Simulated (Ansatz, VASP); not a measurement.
One calculation of Re, two programs

```
Re
1.0
     0.00000    2.79745    2.79745
     2.79745    0.00000    2.79745
     2.79745    2.79745    0.00000
Re
2
Direct
  0.50000 0.50000 0.50000
  0.75000 0.75000 0.75000
```

Alike in both runs: functional PBEsol; k mesh 6 × 6 × 6; occupations gaussian, width 0.1 eV; no spin polarisation.

Ansatz relaxed the structure, and its values are those at the end. VASP's run is a single point on that final structure, the one shown.

```csv
,VASP,Ansatz
version,VASP 6.6.1,Ansatz 0.2.0
potentials or method,"VASP PAW PBE potentials, release 64 (Re_sv_GW), cutoff 560 eV","scalar-relativistic, plane waves, PAW"
valence electrons in the cell,30,30
```

Ansatz gave:

* gap on the k mesh at the Fermi level (eV): none
* pressure (GPa): 0.0

Question: Estimate VASP's values.

Answer: gap on the k mesh at the Fermi level (eV): none; pressure (GPa): -2.2.

VASP's potentials were made for PBE, not for PBEsol. A gap of «none» marks a metal or a gap that the smearing closes. The functional is the same, so the differences come from potentials, cutoffs and numerics.

Spin-orbit coupling is off throughout.
